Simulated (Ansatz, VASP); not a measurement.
# ZnS: VASP beside Ansatz

POSCAR

```
ZnS
1.0
    3.7673958107      0.0000000000      0.0000000000
   -1.8836979054      3.2626604782      0.0000000000
    0.0000000000      0.0000000000      6.2831086325
Zn S
2 2
Direct
    0.3333333333      0.6666666667      0.0019476037
    0.6666666667      0.3333333333      0.5019476037
    0.3333333333      0.6666666667      0.3730523963
    0.6666666667      0.3333333333      0.8730523963
```

INCAR.step1

```
SYSTEM = ZnS
  ALGO = Normal
  EDIFF = 1E-4
  ENCUT = 520
  GGA = PE
  ISMEAR = 0
  LASPH = .True.
  LCHARG = .False.
  LREAL = .False.
  LWAVE = .True.
  NBANDS = 26
  NELM = 80
  PREC = Accurate
  SIGMA = 0.01
```

File INCAR.step2:

```
SYSTEM = ZnS
  ALGO = Normal
  EDIFF = 1E-6
  ENCUT = 520
  ISIF = 2
  ISMEAR = 0
  ISTART = 1
  LASPH = .True.
  LCHARG = .False.
  LMIXTAU = .True.
  LREAL = .False.
  LWAVE = .False.
  METAGGA = R2SCAN
  NBANDS = 26
  NELM = 80
  PREC = Accurate
  SIGMA = 0.01
```

The input KPOINTS:

```
k-points
0
Gamma
  12 12 4
  0 0 0
```

Input for Ansatz:

```yaml
crystal:
  lattice:
    - [3.7673958107, 0.0, 0.0]
    - [-1.8836979054, 3.2626604782, 0.0]
    - [0.0, 0.0, 6.2831086325]
  atoms:
    - { symbol: Zn, position: [0.3333333333, 0.6666666667, 0.0019476037] }
    - { symbol: Zn, position: [0.6666666667, 0.3333333333, 0.5019476037] }
    - { symbol: S, position: [0.3333333333, 0.6666666667, 0.3730523963] }
    - { symbol: S, position: [0.6666666667, 0.3333333333, 0.8730523963] }
kpoints:
  mp_grid: { grid: [12, 12, 4] }
  band_path:
    path:
      - [0.0, 0.0, 0.0]
      - [0.5, 0.0, 0.0]
      - [0.3333333333, 0.3333333333, 0.0]
      - [0.0, 0.0, 0.5]
      - [0.5, 0.0, 0.5]
      - [0.3333333333, 0.3333333333, 0.5]
    npoints: 1
hamiltonian:
  xc: r2scan
scf:
  occupations: { method: fixed }
  n_extra_bands: 5
output:
  forces: true
  stress: true
  eigenvalues: true
```

Change from the starting cell: epitaxial_xy strain -1.0%.

Alike in both runs: task single point; functional r2SCAN; k mesh 12 × 12 × 4; no spin polarisation.

```csv
,VASP,Ansatz
version,VASP 6.6.1,Ansatz 0.2.0
potentials or method,"VASP PAW PBE potentials, release 64 (Zn, S)","plane waves, PAW"
plane-wave cutoff (eV),520,500
occupations,"gaussian, width 0.01 eV",fixed
valence electrons in the cell,36,36
```

VASP gave:

| Quantity | Value |
| --- | --- |
| gap on the k mesh at the Fermi level (eV) | 2.80 |
| pressure (GPa) | 1.2 |
| traceless stress, the component that is largest in VASP (GPa) | -1.17 |
| rms of the force components (eV/Å) | 0.005 |

Which values does Ansatz return?

gap on the k mesh at the Fermi level (eV): 2.79; pressure (GPa): 1.1; traceless stress, the component that is largest in VASP (GPa): -1.10; rms of the force components (eV/Å): 0.002.

VASP's potentials were made for PBE, not for r2SCAN. Atom by atom the forces differ by 0.004 eV/Å (rms over components).
